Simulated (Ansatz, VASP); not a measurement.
## Two plane-wave programs on BiB

```
B Bi
1.0
     0.00000    2.62683    2.62683
     2.62683    0.00000    2.62683
     2.62683    2.62683    0.00000
B Bi
1 1
Direct
  0.00000 0.00000 0.00000
  0.50000 0.50000 0.50000
```

Alike in both runs: task single point; functional PBE; k mesh 6 × 6 × 6; occupations gaussian, width 0.001 eV; no spin polarisation.

|  | VASP | Ansatz |
| --- | --- | --- |
| version | VASP 6.6.1 | Ansatz 0.2.0 |
| potentials or method | VASP PAW PBE potentials, release 64 (B, Bi_d) | plane waves |
| plane-wave cutoff (eV) | 520 | 420 |
| valence electrons in the cell | 18 | 18 |

|  | VASP | Ansatz | Ansatz less VASP |
| --- | --- | --- | --- |
| pressure (GPa) | 1.3 | 1.3 | +0.03 |

Spin-orbit coupling is off throughout.
